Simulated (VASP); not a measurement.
Wanted: the native input for a VASP 6.6.1 run.

```
Task                   : relaxation of cell and atoms
Functional             : PBE
Potentials or basis    : VASP PAW PBE potentials, release 64 (Te, F)
Cutoff                 : 600 eV
k mesh                 : 6 × 6 × 6
Occupations            : gaussian, width 0.1 eV
Spin                   : no spin polarisation
Dipole correction      : no
Further INCAR settings : ALGO = Normal; EDIFF = 1e-07; IBRION = 2; EDIFFG = -0.04; NSW = 90; ISIF = 3
```

The structure of TeF lies in POSCAR:

```
TeF
1.0
    3.4576068200      0.0000000000      0.0000000000
    0.0000000000      3.4576068200      0.0000000000
    0.0000000000      0.0000000000      3.4576068200
Te F
1 1
Direct
    0.5000000000      0.5000000000      0.5000000000
    0.0000000000      0.0000000000      0.0000000000
```

The cell was generated, and may not be a known phase.

These files were run (other wordings do the same):

INCAR

```
PREC = Accurate
ENCUT = 600
EDIFF = 1E-7
ISMEAR = 0
SIGMA = 0.1
LREAL = False
LASPH = True
NELM = 100
ALGO = Normal
ISIF = 3
LWAVE = False
LCHARG = False
GGA = PE
IBRION = 2
NSW = 90
EDIFFG = -0.04
```

KPOINTS

```
Automatic mesh
0
Gamma
  6 6 6
```

Potentials or basis: VASP PAW PBE potentials, release 64 (Te, F).

Launch:

```console
$ cat potpaw_PBE.64/Te/POTCAR potpaw_PBE.64/F/POTCAR > POTCAR
$ mpirun -np 1 vasp_std > vasp.out
```

It gave:

| Quantity | Value |
| --- | --- |
| Relaxed volume | 17.18 Å³/atom |
| Relaxed cell | a = 3.251 Å, b = 3.251 Å, c = 3.251 Å, α = 90.00°, β = 90.00°, γ = 90.00° |
| Space group after relaxing (to 0.1 Å) | Pm-3m (No. 221) |
| Energy gained by relaxing | 123.8 meV/atom |
| Ionic steps | 2 |
| Pressure after relaxing | 0.4 GPa |
| Band gap on the k mesh | zero (an odd number of electrons rules out a gap without spin polarisation) |

Caveat: the volume moved by over 15 % at a fixed basis, so the end points are rough; spin-orbit coupling is left out, which moves the levels of the heavy elements; an odd number of electrons without spin polarisation forces a metal; a magnetic or distorted state may lie lower.

Wall time 14 s on 1 thread of Intel(R) Xeon(R) Platinum 8488C (Sapphire Rapids) (shared host), peak memory 0.17 GiB.
